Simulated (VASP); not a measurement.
Write the native input for VASP 6.6.1 that does the following.

* Task: single point
* Functional: PBEsol
* Potentials or basis: VASP PAW PBE potentials, release 64 (Bi_d, Te)
* Cutoff: 500 eV
* k mesh: 14 × 14 × 14
* Occupations: gaussian, width 0.15 eV
* Spin: no spin polarisation
* Dipole correction: no
* Further INCAR settings: ALGO = Normal; EDIFF = 1e-06; NBANDS = 18

The structure of BiTe lies in POSCAR:

```
BiTe
1.0
    0.0000000000      3.2471312500      3.2471312500
    3.2350000000      0.0121312500      3.2350000000
    3.2350000000      3.2350000000      0.0121312500
Bi Te
1 1
Direct
    0.0000000000      0.0000000000      0.0000000000
    0.5000000000      0.5000000000      0.5000000000
```

This cell differs from its parent crystal: strain +0.0075 x Voigt [0, 0, 0, 1, 0, 0].

These files were run (other wordings do the same):

INCAR

```
SYSTEM = BiTe
ALGO = Normal ; EDIFF = 1E-6
ENCUT = 500 ; GGA = PS
GGA_COMPAT = .FALSE. ; ISIF = 2
ISMEAR = 0 ; LASPH = .TRUE.
LCHARG = .TRUE. ; LELF = .TRUE.
LREAL = .FALSE. ; LVHAR = .TRUE.
LWAVE = .FALSE. ; NBANDS = 18
NELM = 120 ; PREC = Accurate
SIGMA = 0.15
```

KPOINTS

```
k-points
0
G
  14 14 14
  0 0 0
```

Potentials or basis: VASP PAW PBE potentials, release 64 (Bi_d, Te).

Launch:

```bash
$ cat potpaw_PBE.64/Bi_d/POTCAR potpaw_PBE.64/Te/POTCAR > POTCAR
$ mpirun -np 1 vasp_std > vasp.out
```

It gave:

| Quantity | Value |
| --- | --- |
| Pressure | -1.7 GPa |
| Band gap on the k mesh | zero (an odd number of electrons rules out a gap without spin polarisation) |

Caveat: the cell differs from its parent crystal (strain +0.0075 x Voigt [0, 0, 0, 1, 0, 0]); the PAW data sets were made with another functional, which shifts forces and pressure a little; spin-orbit coupling is left out, which moves the levels of the heavy elements; an odd number of electrons without spin polarisation forces a metal; a magnetic or distorted state may lie lower.

Wall time 6.9 min on 1 thread of Oxide Virtual Turin-like Processor (shared host), peak memory 0.56 GiB.
